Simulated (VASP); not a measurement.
Wanted: the native input for a VASP 6.6.1 run.

* Task: single point
* Functional: r2SCAN
* Potentials or basis: VASP PAW PBE potentials, release 64 (Mn_pv, S)
* Cutoff: 520 eV
* k mesh: 4 × 8 × 8
* Occupations: fermi-dirac, width 0.05 eV
* Spin: no spin polarisation
* Dipole correction: no
* Further INCAR settings: ALGO = Normal; EDIFF = 1e-07; NBANDS = 27

MnS:

```
Mn S
1.0
     0.00000    5.20900    5.20900
     2.60450    0.00000    2.60450
     2.60450    2.60450    0.00000
Mn S
2 2
Direct
  0.00000 0.00000 0.00000
  0.50000 0.00000 0.00000
  0.25000 0.50000 0.50000
  0.75000 0.50000 0.50000
```

One way to write it, as run:

POSCAR

```
MnS
1.0
    0.0000000000      5.2090000000      5.2090000000
    2.6045000000      0.0000000000      2.6045000000
    2.6045000000      2.6045000000      0.0000000000
Mn S
2 2
Direct
    0.0000000000      0.0000000000      0.0000000000
    0.5000000000      0.0000000000      0.0000000000
    0.2500000000      0.5000000000      0.5000000000
    0.7500000000      0.5000000000      0.5000000000
```

INCAR.step1

```
SYSTEM = MnS
PREC     = Accurate       ! precision mode
ENCUT    = 520            ! plane-wave cutoff, eV
ISMEAR   = -1             ! smearing method
SIGMA    = 0.05           ! smearing width, eV
LREAL    = .FALSE.        ! projectors in reciprocal space
LASPH    = .TRUE.         ! aspherical terms in the spheres
NELM     = 100            ! most SCF steps
NBANDS   = 27             ! bands
GGA      = PE             ! functional
ALGO     = Normal         ! electronic algorithm
EDIFF    = 1E-4           ! SCF threshold, eV
LWAVE    = .TRUE.         ! write WAVECAR
LCHARG   = .FALSE.        ! write CHGCAR
```

INCAR.step2

```
SYSTEM = MnS
PREC     = Accurate       ! precision mode
ENCUT    = 520            ! plane-wave cutoff, eV
EDIFF    = 1E-7           ! SCF threshold, eV
ISMEAR   = -1             ! smearing method
SIGMA    = 0.05           ! smearing width, eV
LREAL    = .FALSE.        ! projectors in reciprocal space
LASPH    = .TRUE.         ! aspherical terms in the spheres
NELM     = 100            ! most SCF steps
ALGO     = Normal         ! electronic algorithm
ISIF     = 2              ! what is computed and relaxed
LWAVE    = .FALSE.        ! write WAVECAR
LCHARG   = .FALSE.        ! write CHGCAR
METAGGA  = R2SCAN         ! meta-GGA
LMIXTAU  = .TRUE.       
NBANDS   = 27             ! bands
ISTART   = 1
```

KPOINTS

```
regular mesh
0
G
  4 8 8
  0 0 0
```

Potentials or basis: VASP PAW PBE potentials, release 64 (Mn_pv, S).

Run with:

```bash
$ cat potpaw_PBE.64/Mn_pv/POTCAR potpaw_PBE.64/S/POTCAR > POTCAR
$ cp INCAR.step1 INCAR
$ mpirun -np 1 vasp_std > vasp.out
$ cp INCAR.step2 INCAR
$ mpirun -np 1 vasp_std > vasp.out
```

It gave:

The pressure is -21.6 GPa. The band gap on the k mesh is zero (bands 19 and 20 overlap by 0.39 eV).

Caveat: the cell stands under tension; the PAW data sets were made with another functional, which shifts forces and pressure a little; the run has no spin polarisation, though such a crystal can be magnetic; semilocal functionals often make such compounds metallic where correlation or magnetic order opens a gap, which also shifts bond lengths.

It took 8.1 min on 1 thread of Oxide Virtual Turin-like Processor, on a shared host, peak memory 0.2 GiB.
